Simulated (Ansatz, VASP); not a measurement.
One calculation of BaTe, two programs

Contents of INCAR:

```
ALGO = Normal
EDIFF = 1E-6
ENCUT = 520
ISIF = 2
ISMEAR = 0
LASPH = True
LCHARG = False
LREAL = False
LWAVE = False
NBANDS = 15
NELM = 100
PREC = Accurate
SIGMA = 0.05
```

KPOINTS

```
k-points
0
Gamma
  8 8 8
```

The input POSCAR:

```
BaTe
1.0
    3.9108466897      0.0000000000      0.0000000000
    0.0000000000      3.9108466897      0.0000000000
    0.0000000000      0.0000000000      4.3225147623
Ba Te
1 1
Direct
    0.0000000000      0.0000000000      0.0000000000
    0.5000000000      0.5000000000      0.5000000000
```

Input for Ansatz:

```yaml
crystal:
  lattice:
    - [3.9108466897, 0.0, 0.0]
    - [0.0, 3.9108466897, 0.0]
    - [0.0, 0.0, 4.3225147623]
  atoms:
    - { symbol: Ba, position: [0.0, 0.0, 0.0] }
    - { symbol: Te, position: [0.5, 0.5, 0.5] }
basis:
  ecutwfc: 420
kpoints:
  mp_grid: { grid: [8, 8, 8] }
hamiltonian:
  xc: lda
scf:
  occupations: { method: gaussian, width: 0.05 }
output:
  forces: true
  stress: true
  eigenvalues: true
```

Change from the starting cell: strain -0.050 along x and y, +0.050 along z, atoms carried along.

Alike in both runs: task single point; functional LDA; k mesh 8 × 8 × 8; occupations gaussian, width 0.05 eV; no spin polarisation.

```csv
,VASP,Ansatz
version,VASP 6.6.1,Ansatz 0.2.0
potentials or method,"VASP PAW LDA potentials, release 64 (Ba_sv, Te), cutoff 520 eV","scalar-relativistic, plane waves, PAW"
valence electrons in the cell,16,26
```

|  | VASP | Ansatz | Ansatz less VASP |
| --- | --- | --- | --- |
| gap on the k mesh at the Fermi level (eV) | none | none | - |
| pressure (GPa) | 3.1 | 2.2 | -0.89 |
| traceless stress, the component that is largest in VASP (GPa) | -5.17 | -5.20 | -0.031 |

LDA's correlation is that of Perdew and Zunger in VASP and of Perdew and Wang (1992) in Ansatz. A gap of «none» marks a metal or a gap that the smearing closes. VASP's potentials hold 16 valence electrons a cell and Ansatz's 26, so a difference there can come from the potentials and not from the codes.

Neither program's run includes spin-orbit coupling.
